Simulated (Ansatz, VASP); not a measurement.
**MnHg in VASP and in Ansatz**

```
CELL_PARAMETERS angstrom
3.28800 0.00000 0.00000
0.00000 3.28800 0.00000
0.00000 0.00000 3.31300
ATOMIC_POSITIONS crystal
Mn 0.50000 0.50000 0.50000
Hg 0.00000 0.00000 0.00000
```

Alike in both runs: task single point; functional LDA; k mesh 9 × 9 × 9; occupations gaussian, width 0.3 eV; collinear spin.

```csv
,VASP,Ansatz
version,VASP 6.6.1,Ansatz 0.2.0
potentials or method,"VASP PAW LDA potentials, release 64 (Mn_pv, Hg), cutoff 520 eV","plane waves, PAW"
valence electrons in the cell,25,35
```

```csv
,VASP,Ansatz,Ansatz less VASP
pressure (GPa),-8.9,-9.0,-0.12
net moment per atom (μB),1.83,1.86,+0.032
size of the moment on the site where the two differ most (μB),3.56,3.67,+0.113
```

LDA's correlation is that of Perdew and Zunger in VASP and of Perdew and Wang (1992) in Ansatz. Site moments also hang on the region over which each program counts them. VASP's potentials hold 25 valence electrons a cell and Ansatz's 35, so a difference there can come from the potentials and not from the codes.

Neither program's run includes spin-orbit coupling.
